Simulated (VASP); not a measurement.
# Ga (Pm-3m) in VASP: further runs

Runs on Ga. Level: PBEsol. Tasks: single point.

All numbers are computed with VASP 6.6.1; they aren't measurements. Logs are shortened: lines on timing, memory, paths and dates and some standing lists are left out, and cuts for length are marked.

## (1) The cell of the first run

It takes space group Pm-3m (No. 221, cubic). The conventional cell has a = 2.219 Å, b = 2.219 Å, c = 2.219 Å, α = 90.00°, β = 90.00°, γ = 90.00°. Ga (site symmetry m-3m) has 6 Ga at 2.22 Å within 2.9 Å.

## (2) Single point, PBEsol (volume scaled by 0.58)

INCAR

```
PREC     = Accurate       # precision mode
ENCUT    = 520            # plane-wave cutoff, eV
EDIFF    = 1E-6           # SCF threshold, eV
ISMEAR   = -1             # smearing method
SIGMA    = 0.1            # smearing width, eV
LREAL    = False          # projectors in reciprocal space
LASPH    = True           # aspherical terms in the spheres
NELM     = 60             # most SCF steps
ALGO     = Normal         # electronic algorithm
ISIF     = 2              # what is computed and relaxed
LWAVE    = False          # write WAVECAR
LCHARG   = False          # write CHGCAR
GGA      = PS             # functional
NBANDS   = 12             # bands
```

KPOINTS

```
regular mesh
0
Gamma
  15 15 15
```

POSCAR

```
Ga
1.0
    2.2187942943      0.0000000000      0.0000000000
    0.0000000000      2.2187942943      0.0000000000
    0.0000000000      0.0000000000      2.2187942943
Ga
1
Direct
    0.0000000000      0.0000000000      0.0000000000
```

Potentials or basis: VASP PAW PBE potentials, release 64 (Ga_d).

On the command line:

```
$ cat potpaw_PBE.64/Ga_d/POTCAR > POTCAR
$ mpirun -np 1 vasp_std > vasp.out
```

OUTCAR:

```text
PREC = Accurate
   ENCUT = 520
   EDIFF = 1E-6
   ISMEAR = -1
   LREAL = False
   LASPH = True
   NELM = 60
   ISIF = 2
   GGA = PS

 ion  position               nearest neighbor table
   1  0.000  0.000  0.000-

  LATTYP: Found a simple cubic cell.
 ALAT       =     2.2187942943

  Lattice vectors:

 A1 = (   2.2187942943,   0.0000000000,   0.0000000000)
 A2 = (   0.0000000000,   2.2187942943,   0.0000000000)
 A3 = (   0.0000000000,   0.0000000000,   2.2187942943)

Analysis of symmetry for initial positions (statically):
=====================================================================
 Subroutine PRICEL returns:
 Original cell was already a primitive cell.

 Routine SETGRP: Setting up the symmetry group for a
 simple cubic supercell.

 Subroutine GETGRP returns: Found 48 space group operations
 (whereof 48 operations were pure point group operations)
 out of a pool of 48 trial point group operations.

The static configuration has the point symmetry O_h .

Analysis of symmetry for dynamics (positions and initial velocities):
=====================================================================
 Subroutine PRICEL returns:
 Original cell was already a primitive cell.

 Routine SETGRP: Setting up the symmetry group for a
 simple cubic supercell.

 Subroutine GETGRP returns: Found 48 space group operations
 (whereof 48 operations were pure point group operations)
 out of a pool of 48 trial point group operations.

The dynamic configuration has the point symmetry O_h .

 Subroutine INISYM returns: Found 48 space group operations
 (whereof 48 operations are pure point group operations),
 and found     1 'primitive' translations

----------------------------------------------------------------------------------------

                                     Primitive cell

  volume of cell :      10.9232

  direct lattice vectors                    reciprocal lattice vectors
     2.218794294  0.000000000  0.000000000     0.450695228  0.000000000  0.000000000
     0.000000000  2.218794294  0.000000000     0.000000000  0.450695228  0.000000000
     0.000000000  0.000000000  2.218794294     0.000000000  0.000000000  0.450695228

  length of vectors
     2.218794294  2.218794294  2.218794294     0.450695228  0.450695228  0.450695228

  position of ions in fractional coordinates (direct lattice)
     0.000000000  0.000000000  0.000000000

  ion indices of the primitive-cell ions
   primitive index   ion index
                 1           1

----------------------------------------------------------------------------------------

 KPOINTS: regular mesh

Automatic generation of k-mesh.
 Grid dimensions read from file:
 generate k-points for:   15   15   15

 Generating k-lattice:

  Cartesian coordinates                     Fractional coordinates (reciprocal lattice)
     0.030046349  0.000000000  0.000000000     0.066666667  0.000000000  0.000000000
     0.000000000  0.030046349  0.000000000     0.000000000  0.066666667  0.000000000
     0.000000000  0.000000000  0.030046349     0.000000000  0.000000000  0.066666667

  Length of vectors
     0.030046349  0.030046349  0.030046349

  Shift w.r.t. Gamma in fractional coordinates (k-lattice)
     0.000000000  0.000000000  0.000000000

 Subroutine IBZKPT returns following result:
 ===========================================

 Found    120 irreducible k-points:

 Following reciprocal coordinates:
            Coordinates               Weight
  0.000000  0.000000  0.000000      1.000000
  0.066667  0.000000  0.000000      6.000000
  0.133333  0.000000  0.000000      6.000000
  0.200000  0.000000  0.000000      6.000000
  0.266667  0.000000  0.000000      6.000000
  0.333333  0.000000  0.000000      6.000000
[... 16 lines left out ...]
  0.266667  0.200000  0.000000     24.000000
  0.333333  0.200000  0.000000     24.000000
 [... further k-points ...]
   k-points           NKPTS =    120   k-points in BZ     NKDIM =    120   number of bands    NBANDS=     12
   number of dos      NEDOS =    301   number of ions     NIONS =      1
   total plane-waves  NPLWV =   5832
   dimension x,y,z NGX =    18 NGY =   18 NGZ =   18
   dimension x,y,z NGXF=    36 NGYF=   36 NGZF=   36
   ions per type =               1
   NGX,Y,Z   is equivalent  to a cutoff of  13.49, 13.49, 13.49 a.u.
   NGXF,Y,Z  is equivalent  to a cutoff of  26.97, 26.97, 26.97 a.u.
 SYSTEM =  unknown system
   PREC   = accura    normal or accurate (medium, high low for compatibility)
   ISTART =      0    job   : 0-new  1-cont  2-samecut
   ICHARG =      2    charge: 1-file 2-atom 10-const
   ISPIN  =      1    spin polarized calculation?
   LNONCOLLINEAR =      F non collinear calculations
   LSORBIT =      F    spin-orbit coupling
   LASPH  =      T    aspherical Exc in radial PAW
   ENCUT  =  520.0 eV  38.22 Ry    6.18 a.u.   4.13  4.13  4.13*2*pi/ulx,y,z
   NELM   =     60;   NELMIN=  2; NELMDL= -5     # of ELM steps
   EDIFF  = 0.1E-05   stopping-criterion for ELM
   LREAL  =      F    real-space projection
   EDIFFG = 0.1E-04   stopping-criterion for IOM
   NSW    =      0    number of steps for IOM
   IBRION =     -1    ionic relax: 0-MD 1-quasi-New 2-CG
   NFREE  =      0    steps in history (QN), initial steepest desc. (CG)
   ISIF   =      2    stress and relaxation
   ISYM   =      2    0-nonsym 1-usesym 2-fastsym
   POTIM  = 0.5000    time-step for ionic-motion
   TEBEG  =    0.0;   TEEND  =   0.0 temperature during run
   PSTRESS=    0.0 pullay stress
   NELECT =      13.0000    total number of electrons
   NUPDOWN=      -1.0000    fix difference up-down
   EMIN   =  10.00;   EMAX   =-10.00  energy-range for DOS
   EFERMI =   0.00;   METHOD = LEGACY
   ISMEAR =    -1;   SIGMA  =   0.10  broadening in eV -4-tet -1-fermi 0-gaus
   EFERMI_NEDOS =   21; number of points for ismear=-14 and -15
   IALGO  =     38    algorithm
   IMIX   =      4    mixing-type and parameters
     AMIX     =   0.40;   BMIX     =  1.00
     AMIX_MAG =   1.60;   BMIX_MAG =  1.00
  volume/ion in A,a.u.               =      10.92        73.71
  Fermi-wavevector in a.u.,A,eV,Ry     =   1.734891  3.278469 40.951461  3.009847
  Thomas-Fermi vector in A             =   2.808601
   LORBIT       =      0    0 simple, 1 ext, 2 COOP (PROOUT), +10 PAW based schemes
   GGA     = PS    functional components
   LHFCALC =     F    Hartree Fock is set to
   AEXX    =    0.0000 exact exchange contribution
   IVDW    =     0    specifies the selected vdW correction
   LEPSILON=     F    determine dielectric tensor
   LRPA    =     F    only Hartree local field effects (RPA)
 non-spin polarized calculation
  energy-cutoff  :      520.00
  volume of cell :       10.92
 maximum number of plane-waves:       308
 NGX is ok and might be reduce to    18
   NGX =  9   NGY =  9   NGZ =  9

 number of electron      12.9999982 magnetization

 Free energy of the ion-electron system (eV)
  ---------------------------------------------------
  ext. energy  EPLUGINS =         0.00000000
  ---------------------------------------------------
  free energy    TOTEN  =        -1.55881780 eV

  energy without entropy =       -1.55097560  energy(sigma->0) =       -1.55489670

 E-fermi :  11.5530     XC(G=0): -14.1599

 val. band max:       11.5053054765   @ k =   0.3333   0.2000   0.0000
 cond. band min:      11.6421557419   @ k =   0.3333   0.2000   0.0667
 fundamental gap:      0.1368502654
 Fermi energy:        11.5529926643

 k-point     1 :       0.0000    0.0000    0.0000
  band No.  band energies     occupation
      1      -5.4590      2.00000
      2      -5.4590      2.00000
      3      -4.4446      2.00000
      4      -3.5239      2.00000
      5      -3.5239      2.00000
      6      -3.5239      2.00000
      7      25.3004      0.00000
      8      25.3004      0.00000
      9      25.3004      0.00000
     10      28.5702      0.00000
     11      28.5702      0.00000
     12      34.4774      0.00000

 k-point     2 :       0.0667    0.0000    0.0000
  band No.  band energies     occupation
      1      -5.4507      2.00000
      2      -5.4140      2.00000
      3      -4.3017      2.00000
      4      -3.5490      2.00000
      5      -3.5490      2.00000
      6      -3.5218      2.00000
      7      23.0357      0.00000
      8      25.4697      0.00000
      9      25.4697      0.00000
     10      28.6609      0.00000
     11      30.3721      0.00000
     12      35.2305      0.00000

 k-point     3 :       0.1333    0.0000    0.0000
  band No.  band energies     occupation
      1      -5.4271      2.00000
      2      -5.3021      2.00000
      3      -3.8557      2.00000
      4      -3.6193      2.00000
      5      -3.6193      2.00000
      6      -3.5159      2.00000
      7      19.7098      0.00000
      8      25.9717      0.00000
      9      25.9717      0.00000
     10      28.9344      0.00000
     11      31.9081      0.00000
     12      37.8786      0.00000
[... 286 lines left out ...]
 k-point    23 :       0.2667    0.2000    0.0000
  band No.  band energies     occupation
      1      -5.1681      2.00000
      2      -4.6033      2.00000
      3      -4.2637      2.00000
      4      -3.8133      2.00000
      5      -3.6836      2.00000
      6      -0.6738      2.00000
      7      14.2925      0.00000
      8      19.0783      0.00000
      9      29.3900      0.00000
     10      32.0117      0.00000
     11      33.2270      0.00000
     12      42.4900      0.00000

 k-point    24 :       0.3333    0.2000    0.0000
  band No.  band energies     occupation
      1      -5.1183      2.00000
      2      -4.4499      2.00000
      3      -4.3719      2.00000
      4      -3.9181      2.00000
      5      -3.6717      2.00000
      6       0.6747      2.00000
      7      11.5053      1.23402
      8      20.1871      0.00000
      9      29.9824      0.00000
     10      30.7558      0.00000
     11      33.3418      0.00000
     12      41.5625      0.00000

 [... further k-points ...]
[... 5 lines left out ...]
  --------------------------------------------------------------------------------------
  -------------------------------------------------------------------------------------
  Total        8.0045468      8.0045468      8.0045468      0.0000000     -0.0000000      0.0000000
  in kB     1174.0760037   1174.0760037   1174.0760037      0.0000000     -0.0000000      0.0000000
  external PRESSURE =    1174.0760037 kB  Pullay stress =       0.0000000 kB

 VOLUME and BASIS-vectors are now :
 -----------------------------------------------------------------------------
  energy-cutoff  :      520.00
  volume of cell :       10.92
      direct lattice vectors                 reciprocal lattice vectors
     2.218794294  0.000000000  0.000000000     0.450695228  0.000000000  0.000000000
     0.000000000  2.218794294  0.000000000     0.000000000  0.450695228  0.000000000
     0.000000000  0.000000000  2.218794294     0.000000000  0.000000000  0.450695228

 POSITION                                       TOTAL-FORCE (eV/Angst)
 -----------------------------------------------------------------------------------
      0.00000      0.00000      0.00000         0.000000      0.000000      0.000000
 -----------------------------------------------------------------------------------
    total drift:                               -0.000000      0.000000      0.000000

  FREE ENERGIE OF THE ION-ELECTRON SYSTEM (eV)
  ---------------------------------------------------
  free  energy   TOTEN  =        -1.5588177959 eV

  energy  without entropy=       -1.5509755989  energy(sigma->0) =       -1.55489670
```

Wall time 5.2 s (1 thread of Intel Xeon 6975P-C (Granite Rapids), shared host); peak memory 0.12 GiB.

What came out:

```
Free energy : -1.5588 eV
Pressure    : 117.4 GPa
```

Caveat: the PAW data sets were made with another functional, which shifts forces and pressure a little.

(Part 1 of 2 ends here.)
